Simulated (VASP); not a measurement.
NaI: electric field gradients with LDA

The system is NaI.

```
Na I
1.0
     0.00000    3.26876    3.23640
     3.26876    0.00000    3.23640
     3.26876    3.26876    0.00000
Na I
1 1
Direct
  0.00000 0.00000 0.00000
  0.50000 0.50000 0.50000
```

This cell differs from its parent crystal: equal xx and yy strain of +1 %.

```yaml
Program: VASP 6.6.1
Task: electric field gradients
Functional: LDA
Potentials_or_basis: VASP PAW LDA potentials, release 64 (Na_pv, I)
Cutoff: 520 eV
k_mesh: 8 × 8 × 8
Occupations: fermi-dirac, width 0.02 eV
Spin: no spin polarisation
Dipole_correction: no
Further_INCAR_settings: ALGO = Normal; EDIFF = 1e-08; NBANDS = 14
```

```
Pressure                                : -1.9 GPa
Band gap on the k mesh                  : 3.29 eV
Largest electric field gradient by atom : Na -0.6; I +1.3 V/Å²
```

Stress tensor (GPa, compression positive):
```
-1.91  0.00  0.00
 0.00 -1.91  0.00
 0.00  0.00 -1.74
```

Levels at points of the mesh, in eV from the valence-band top:
```
           k point  band 3  band 4  band 5  band 6  band 7  band 8  band 9  band 10  band 11  band 12
(0.00, 0.00, 0.00)  -22.41  -11.04   -0.01    0.00    0.00    3.29    7.77     7.77     7.83     9.57
(0.50, 0.00, 0.00)  -22.41  -10.74   -2.18   -0.29   -0.27    4.85    7.22     7.29     8.33    10.00
(0.50, 0.50, 0.00)  -22.42  -10.66   -1.89   -0.76   -0.76    4.24    5.39     9.53    10.87    10.87
(0.50, 0.00, 0.50)  -22.42  -10.67   -1.90   -0.75   -0.71    4.25    5.41     9.46    10.83    10.99
```

Electric field gradients, principal values (V/Å²):
| atom | least | middle | greatest (by size) |
| --- | --- | --- | --- |
| 1 Na | 0.311 | 0.314 | -0.624 |
| 2 I | -0.628 | -0.628 | 1.256 |

It took 25 s on 1 thread of Intel(R) Xeon(R) Platinum 8488C (Sapphire Rapids) (shared host), peak memory 0.2 GiB.

Caveat: the cell differs from its parent crystal (equal xx and yy strain of +1 %); without QUAD_EFG the Cq values of the log hold for a quadrupole moment of 1 mb, not for the nuclei; spin-orbit coupling is left out, which moves the levels of the heavy elements.
